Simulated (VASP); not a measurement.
# Cu (I4/mmm) in VASP: a series of runs

The runs below take Cu through single point, with LDA.

Program: VASP 6.6.1. These are calculated values, not measurements. Logs are shortened: lines on timing, memory, paths and dates and some standing lists are left out, and cuts for length are marked.

### 1 The cell of the first run

The structure is tetragonal, space group I4/mmm (No. 139). The conventional cell has a = 2.886 Å, b = 2.886 Å, c = 2.752 Å, α = 90.00°, β = 90.00°, γ = 90.00°. Cu (site symmetry 4/mmm) has 14 Cu at 2.46 to 2.89 Å within 3.2 Å.

### 2 Single point, LDA

INCAR reads:

```
SYSTEM = Cu
PREC     = Accurate       ! precision mode
ENCUT    = 520            ! plane-wave cutoff, eV
EDIFF    = 1E-6           ! SCF threshold, eV
ISMEAR   = -1             ! smearing method
SIGMA    = 0.1            ! smearing width, eV
LREAL    = .False.        ! projectors in reciprocal space
LASPH    = .True.         ! aspherical terms in the spheres
NELM     = 100            ! most SCF steps
ALGO     = Normal         ! electronic algorithm
ISIF     = 2              ! what is computed and relaxed
LWAVE    = .False.        ! write WAVECAR
LCHARG   = .False.        ! write CHGCAR
GGA      = CA             ! functional
NBANDS   = 12             ! bands
```

KPOINTS reads:

```
Automatic mesh
0
Gamma
  15 15 15
  0 0 0
```

POSCAR reads:

```
Cu
1.0
   -1.4427930000      1.4427930000      1.3760810000
    1.4427930000     -1.4427930000      1.3760810000
    1.4427930000      1.4427930000     -1.3760810000
Cu
1
Direct
    0.0000000000      0.0000000000      0.0000000000
```

Potentials or basis: VASP PAW LDA potentials, release 64 (Cu).

Started as:

```
$ cat potpaw_LDA.64/Cu/POTCAR > POTCAR
$ mpirun -np 1 vasp_std > vasp.out
```

OUTCAR:

```text
SYSTEM = Cu
   PREC = Accurate
   ENCUT = 520
   EDIFF = 1E-6
   ISMEAR = -1
   LREAL = .False.
   LASPH = .True.
   NELM = 100
   ISIF = 2
   GGA = CA

 ion  position               nearest neighbor table
   1  0.000  0.000  0.000-

  LATTYP: Found a body centered tetragonal cell.
 ALAT       =     2.8855860000
 C/A-ratio  =     0.9537619049

  Lattice vectors:

 A1 = (  -1.4427930000,   1.4427930000,   1.3760810000)
 A2 = (   1.4427930000,  -1.4427930000,   1.3760810000)
 A3 = (   1.4427930000,   1.4427930000,  -1.3760810000)

Analysis of symmetry for initial positions (statically):
=====================================================================
 Subroutine PRICEL returns:
 Original cell was already a primitive cell.

 Routine SETGRP: Setting up the symmetry group for a
 body centered tetragonal supercell.

 Subroutine GETGRP returns: Found 16 space group operations
 (whereof 16 operations were pure point group operations)
 out of a pool of 16 trial point group operations.

The static configuration has the point symmetry D_4h.

Analysis of symmetry for dynamics (positions and initial velocities):
=====================================================================
 Subroutine PRICEL returns:
 Original cell was already a primitive cell.

 Routine SETGRP: Setting up the symmetry group for a
 body centered tetragonal supercell.

 Subroutine GETGRP returns: Found 16 space group operations
 (whereof 16 operations were pure point group operations)
 out of a pool of 16 trial point group operations.

The dynamic configuration has the point symmetry D_4h.

 Subroutine INISYM returns: Found 16 space group operations
 (whereof 16 operations are pure point group operations),
 and found     1 'primitive' translations

----------------------------------------------------------------------------------------

                                     Primitive cell

  volume of cell :      11.4581

  direct lattice vectors                    reciprocal lattice vectors
    -1.442793000  1.442793000  1.376081000     0.000000000  0.346550060  0.363350704
     1.442793000 -1.442793000  1.376081000     0.346550060  0.000000000  0.363350704
     1.442793000  1.442793000 -1.376081000     0.346550060  0.346550060  0.000000000

  length of vectors
     2.461077447  2.461077447  2.461077447     0.502116199  0.502116199  0.490095794

  position of ions in fractional coordinates (direct lattice)
     0.000000000  0.000000000  0.000000000

  ion indices of the primitive-cell ions
   primitive index   ion index
                 1           1

----------------------------------------------------------------------------------------

 KPOINTS: Automatic mesh

Automatic generation of k-mesh.
 Grid dimensions read from file:
 generate k-points for:   15   15   15

 Generating k-lattice:

  Cartesian coordinates                     Fractional coordinates (reciprocal lattice)
     0.000000000  0.023103337  0.024223380     0.066666667  0.000000000  0.000000000
     0.023103337  0.000000000  0.024223380     0.000000000  0.066666667  0.000000000
     0.023103337  0.023103337  0.000000000     0.000000000  0.000000000  0.066666667

  Length of vectors
     0.033474413  0.033474413  0.032673053

  Shift w.r.t. Gamma in fractional coordinates (k-lattice)
     0.000000000  0.000000000  0.000000000

 Subroutine IBZKPT returns following result:
 ===========================================

 Found    288 irreducible k-points:

 Following reciprocal coordinates:
            Coordinates               Weight
  0.000000  0.000000  0.000000      1.000000
  0.066667 -0.000000  0.000000      8.000000
  0.133333  0.000000  0.000000      8.000000
  0.200000  0.000000 -0.000000      8.000000
  0.266667  0.000000  0.000000      8.000000
  0.333333 -0.000000  0.000000      8.000000
[... 16 lines left out ...]
  0.133333  0.133333  0.000000      8.000000
  0.200000  0.133333  0.000000     16.000000
 [... further k-points ...]
   k-points           NKPTS =    288   k-points in BZ     NKDIM =    288   number of bands    NBANDS=     12
   number of dos      NEDOS =    301   number of ions     NIONS =      1
   total plane-waves  NPLWV =   5832
   dimension x,y,z NGX =    18 NGY =   18 NGZ =   18
   dimension x,y,z NGXF=    36 NGYF=   36 NGZF=   36
   ions per type =               1
   NGX,Y,Z   is equivalent  to a cutoff of  12.16, 12.16, 12.16 a.u.
   NGXF,Y,Z  is equivalent  to a cutoff of  24.32, 24.32, 24.32 a.u.
 SYSTEM =  Cu
   PREC   = accura    normal or accurate (medium, high low for compatibility)
   ISTART =      0    job   : 0-new  1-cont  2-samecut
   ICHARG =      2    charge: 1-file 2-atom 10-const
   ISPIN  =      1    spin polarized calculation?
   LNONCOLLINEAR =      F non collinear calculations
   LSORBIT =      F    spin-orbit coupling
   LASPH  =      T    aspherical Exc in radial PAW
   ENCUT  =  520.0 eV  38.22 Ry    6.18 a.u.   4.58  4.58  4.58*2*pi/ulx,y,z
   NELM   =    100;   NELMIN=  2; NELMDL= -5     # of ELM steps
   EDIFF  = 0.1E-05   stopping-criterion for ELM
   LREAL  =      F    real-space projection
   EDIFFG = 0.1E-04   stopping-criterion for IOM
   NSW    =      0    number of steps for IOM
   IBRION =     -1    ionic relax: 0-MD 1-quasi-New 2-CG
   NFREE  =      0    steps in history (QN), initial steepest desc. (CG)
   ISIF   =      2    stress and relaxation
   ISYM   =      2    0-nonsym 1-usesym 2-fastsym
   POTIM  = 0.5000    time-step for ionic-motion
   TEBEG  =    0.0;   TEEND  =   0.0 temperature during run
   PSTRESS=    0.0 pullay stress
   NELECT =      11.0000    total number of electrons
   NUPDOWN=      -1.0000    fix difference up-down
   EMIN   =  10.00;   EMAX   =-10.00  energy-range for DOS
   EFERMI =   0.00;   METHOD = LEGACY
   ISMEAR =    -1;   SIGMA  =   0.10  broadening in eV -4-tet -1-fermi 0-gaus
   EFERMI_NEDOS =   21; number of points for ismear=-14 and -15
   IALGO  =     38    algorithm
   IMIX   =      4    mixing-type and parameters
     AMIX     =   0.40;   BMIX     =  1.00
     AMIX_MAG =   1.60;   BMIX_MAG =  1.00
  volume/ion in A,a.u.               =      11.46        77.32
  Fermi-wavevector in a.u.,A,eV,Ry     =   1.614985  3.051878 35.486378  2.608175
  Thomas-Fermi vector in A             =   2.709805
   LORBIT       =      0    0 simple, 1 ext, 2 COOP (PROOUT), +10 PAW based schemes
   GGA     = CA    functional components
   LHFCALC =     F    Hartree Fock is set to
   AEXX    =    0.0000 exact exchange contribution
   IVDW    =     0    specifies the selected vdW correction
   LEPSILON=     F    determine dielectric tensor
   LRPA    =     F    only Hartree local field effects (RPA)
 non-spin polarized calculation
  energy-cutoff  :      520.00
  volume of cell :       11.46
 maximum number of plane-waves:       327
   NGX =  9   NGY =  9   NGZ =  9

 number of electron      10.9999998 magnetization

 Free energy of the ion-electron system (eV)
  ---------------------------------------------------
  ext. energy  EPLUGINS =         0.00000000
  ---------------------------------------------------
  free energy    TOTEN  =        -4.66624264 eV

  energy without entropy =       -4.65752674  energy(sigma->0) =       -4.66188469

 E-fermi :   7.6791     XC(G=0): -13.2812

 val. band max:        7.6521939274   @ k =  -0.3333   0.4000   0.2000
 cond. band min:       7.6824960292   @ k =  -0.2000   0.4667   0.0667
 fundamental gap:      0.0303021018
 Fermi energy:         7.6790797904

 k-point     1 :       0.0000    0.0000    0.0000
  band No.  band energies     occupation
      1      -1.8511      2.00000
      2       4.3544      2.00000
      3       4.5524      2.00000
      4       4.5524      2.00000
      5       5.4417      2.00000
      6       5.6526      2.00000
      7      32.6568      0.00000
      8      32.6568      0.00000
      9      33.9127      0.00000
     10      36.4423      0.00000
     11      36.4423      0.00000
     12      36.7367      0.00000

 k-point     2 :       0.0667   -0.0000    0.0000
  band No.  band energies     occupation
      1      -1.6731      2.00000
      2       4.3625      2.00000
      3       4.5478      2.00000
      4       4.5782      2.00000
      5       5.4420      2.00000
      6       5.6268      2.00000
      7      31.5166      0.00000
      8      32.1859      0.00000
      9      32.6274      0.00000
     10      34.5912      0.00000
     11      35.1073      0.00000
     12      35.7906      0.00000

 k-point     3 :       0.1333    0.0000    0.0000
  band No.  band energies     occupation
      1      -1.1484      2.00000
      2       4.3018      2.00000
      3       4.5238      2.00000
      4       4.7399      2.00000
      5       5.4399      2.00000
      6       5.5786      2.00000
      7      28.2239      0.00000
      8      30.8199      0.00000
      9      31.1832      0.00000
     10      32.4986      0.00000
     11      34.0055      0.00000
     12      35.9708      0.00000
[... 286 lines left out ...]
 k-point    23 :       0.1333    0.1333    0.0000
  band No.  band energies     occupation
      1       0.1979      2.00000
      2       4.1626      2.00000
      3       4.2996      2.00000
      4       5.2810      2.00000
      5       5.3954      2.00000
      6       5.6305      2.00000
      7      24.4766      0.00000
      8      25.0887      0.00000
      9      28.3179      0.00000
     10      32.7086      0.00000
     11      34.8130      0.00000
     12      36.2600      0.00000

 k-point    24 :       0.2000    0.1333    0.0000
  band No.  band energies     occupation
      1       1.2138      2.00000
      2       4.0393      2.00000
      3       4.2087      2.00000
      4       5.3674      2.00000
      5       5.6850      2.00000
      6       5.7823      2.00000
      7      21.2228      0.00000
      8      23.3871      0.00000
      9      26.9937      0.00000
     10      32.2732      0.00000
     11      35.1355      0.00000
     12      36.8947      0.00000

 [... further k-points ...]

------------------------ aborting loop because EDIFF is reached ----------------------------------------

  FORCE on cell =-STRESS in cart. coord.  units (eV):
  Direction    XX          YY          ZZ          XY          YZ          ZX
  --------------------------------------------------------------------------------------
  -------------------------------------------------------------------------------------
  Total       -0.4847533     -0.4847533     -0.5182545      0.0000000     -0.0000000      0.0000000
  in kB      -67.7827676    -67.7827676    -72.4672210      0.0000000     -0.0000000      0.0000000
  external PRESSURE =     -69.3442521 kB  Pullay stress =       0.0000000 kB

 VOLUME and BASIS-vectors are now :
 -----------------------------------------------------------------------------
  energy-cutoff  :      520.00
  volume of cell :       11.46
      direct lattice vectors                 reciprocal lattice vectors
    -1.442793000  1.442793000  1.376081000     0.000000000  0.346550060  0.363350704
     1.442793000 -1.442793000  1.376081000     0.346550060  0.000000000  0.363350704
     1.442793000  1.442793000 -1.376081000     0.346550060  0.346550060  0.000000000

 POSITION                                       TOTAL-FORCE (eV/Angst)
 -----------------------------------------------------------------------------------
      0.00000      0.00000      0.00000         0.000000      0.000000      0.000000
 -----------------------------------------------------------------------------------
    total drift:                                0.000000      0.000000      0.000000

  FREE ENERGIE OF THE ION-ELECTRON SYSTEM (eV)
  ---------------------------------------------------
  free  energy   TOTEN  =        -4.6662426431 eV

  energy  without entropy=       -4.6575267370  energy(sigma->0) =       -4.66188469
```

It took 12 s on 1 thread of Intel Xeon 6975P-C (Granite Rapids), shared host; peak memory 0.14 GiB.

What came out:

- Free energy: -4.6662 eV
- Pressure: -6.9 GPa

Stress tensor (GPa, compression positive):
```
-6.78  0.00  0.00
 0.00 -6.78  0.00
 0.00  0.00 -7.25
```

Levels at points of the mesh, in eV from the Fermi level:
```csv
k point,band 2,band 3,band 4,band 5,band 6,band 7,band 8,band 9,band 10,band 11
"(0.00, 0.00, 0.00)",-3.32,-3.13,-3.13,-2.24,-2.03,24.98,24.98,26.23,28.76,28.76
```

### 3 Single point, LDA

INCAR reads:

```
ALGO = Normal ; EDIFF = 1E-6
ENCUT = 520 ; GGA = CA
ISIF = 2 ; ISMEAR = -1
LASPH = True ; LCHARG = True
LELF = True ; LREAL = False
LVHAR = True ; LWAVE = False
NBANDS = 12 ; NELM = 100
PREC = Accurate ; SIGMA = 0.1
```

KPOINTS reads:

```
k-points
0
Gamma
  15 15 15
```

POSCAR is that of step 2.

Potentials or basis: VASP PAW LDA potentials, release 64 (Cu).

Started as:

```
$ cat potpaw_LDA.64/Cu/POTCAR > POTCAR
$ mpirun -np 1 vasp_std > vasp.out
```

It took 13 s on 1 thread of Intel Xeon 6975P-C (Granite Rapids), shared host; peak memory 0.14 GiB.

The run converged. Its results:

| Item | Value |
| --- | --- |
| Free energy | -4.6662 eV |
| Pressure | -6.9 GPa |

Stress tensor (GPa, compression positive):
```
-6.78  0.00  0.00
 0.00 -6.78  0.00
 0.00  0.00 -7.25
```

Levels at points of the mesh, in eV from the Fermi level:
```
           k point  band 3  band 4  band 5  band 6  band 7  band 8  band 9  band 10
(0.00, 0.00, 0.00)   -3.13   -3.13   -2.24   -2.03   24.98   24.98   26.23    28.76
```
